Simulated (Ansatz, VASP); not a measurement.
## One calculation of Ti, two programs

```
Ti
1.0
     2.95980    0.00000    0.00000
    -1.47990    2.56326    0.00000
     0.00000    0.00000    4.70157
Ti
2
Cartesian
  0.0000 1.7088 1.1754
  1.4799 0.8544 3.5262
```

Change from the starting cell: volume scaled by 1.01, crystal datasets.

Alike in both runs: task electric field gradients; functional PBEsol; k mesh 14 × 14 × 8; occupations fermi-dirac, width 0.05 eV; no spin polarisation.

```csv
,VASP,Ansatz
version,VASP 6.6.1,Ansatz 0.2.0
potentials or method,"VASP PAW PBE potentials, release 64 (Ti_sv), cutoff 520 eV","all-electron PAW with datasets made for the crystal, scalar-relativistic"
```

```tsv
	VASP	Ansatz	Ansatz less VASP
pressure (GPa)	-7.0	-6.8	+0.18
traceless stress, the component that is largest in VASP (GPa)	-0.37	-0.37	+0.001
size of Vzz on the site where it differs most (V/Å²)	16.2	17.8	+1.61
```

VASP's potentials were made for PBE, not for PBEsol. Ansatz ran all-electron here, and VASP with PAW potentials.
